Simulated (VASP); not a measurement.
A run of VASP 6.6.1 is set up as follows.

Contents of INCAR:

```
SYSTEM = ZnSe
PREC = Accurate
ENCUT = 520
EDIFF = 1E-6
ISMEAR = 0
SIGMA = 0.05
LREAL = .False.
LASPH = .True.
NELM = 60
ALGO = Normal
ISIF = 2
LWAVE = .False.
LCHARG = .False.
GGA = PE
NBANDS = 16
```

Contents of KPOINTS:

```
regular mesh
0
Gamma
  10 10 10
  0 0 0
```

POSCAR

```
ZnSe
1.0
    0.0000000000      2.8387833060      2.9552189319
    2.9552189319      0.0000000000      2.9552189319
    2.9552189319      2.8387833060      0.0000000000
Zn Se
1 1
Direct
    0.0000000000      0.0000000000      0.0000000000
    0.7500000000      0.7500000000      0.7500000000
```

Potentials or basis: VASP PAW PBE potentials, release 64 (Zn, Se).

Command:

```bash
$ cat potpaw_PBE.64/Zn/POTCAR potpaw_PBE.64/Se/POTCAR > POTCAR
$ mpirun -np 1 vasp_std > vasp.out
```

Predict the pressure.

-2.4 GPa.

Predict the band gap on the k mesh.

0.87 eV, direct.

Stress tensor (GPa, compression positive):
```
-2.88  0.00  0.00
 0.00 -1.56  0.00
 0.00  0.00 -2.88
```
